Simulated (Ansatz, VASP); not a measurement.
One calculation of BN, two programs

```
B N
1.0
     0.02088    1.78394    1.78394
     1.78394    0.02088    1.78394
     1.78394    1.78394    0.02088
B N
1 1
Direct
  0.00022 0.00022 0.00022
  0.24978 0.24978 0.24978
```

Change from the starting cell: strained cell.

Alike in both runs: functional LDA; k mesh 9 × 9 × 9; occupations gaussian, width 0.02 eV; no spin polarisation.

Ansatz relaxed the structure, and its values are those at the end. VASP's run is a single point on that final structure, the one shown.

|  | VASP | Ansatz |
| --- | --- | --- |
| version | VASP 6.6.1 | Ansatz 0.2.0 |
| potentials or method | VASP PAW LDA potentials, release 64 (B, N), cutoff 600 eV | scalar-relativistic, plane waves, PAW |
| valence electrons in the cell | 8 | 8 |

|  | VASP | Ansatz | Ansatz less VASP |
| --- | --- | --- | --- |
| gap on the k mesh at the Fermi level (eV) | 4.52 | 4.53 | +0.011 |
| least direct gap on the mesh (eV) | 8.54 | 8.55 | +0.006 |
| pressure (GPa) | 13.0 | 11.8 | -1.15 |

Ansatz warns that its potentials were made for another functional, while VASP's fit it. LDA's correlation is that of Perdew and Zunger in VASP and of Perdew and Wang (1992) in Ansatz. Ansatz's warnings: stress scf threshold loose.
